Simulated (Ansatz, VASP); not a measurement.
# SrCl2 in VASP and in Ansatz

```
CELL_PARAMETERS angstrom
0.00000 3.48550 3.48550
3.48550 0.00000 3.48550
3.48550 3.48550 0.00000
ATOMIC_POSITIONS crystal
Sr 0.00000 0.00000 0.00000
Cl 0.25000 0.25000 0.25000
Cl 0.75000 0.75000 0.75000
```

Alike in both runs: task single point; functional LDA; k mesh 8 × 8 × 8; occupations fermi-dirac, width 0.01 eV; no spin polarisation.

|  | VASP | Ansatz |
| --- | --- | --- |
| version | VASP 6.6.1 | Ansatz 0.2.0 |
| potentials or method | VASP PAW LDA potentials, release 64 (Sr_sv, Cl), cutoff 520 eV | all-electron LAPW, scalar-relativistic |

VASP gave:

- gap on the k mesh at the Fermi level (eV): 4.89
- pressure (GPa): -2.7

**Question.** Which values does Ansatz return?

**Answer.** gap on the k mesh at the Fermi level (eV): 4.89; pressure (GPa): -2.8.

LDA's correlation is that of Perdew and Zunger in VASP and of Perdew and Wang (1992) in Ansatz. Ansatz ran all-electron here, and VASP with PAW potentials.
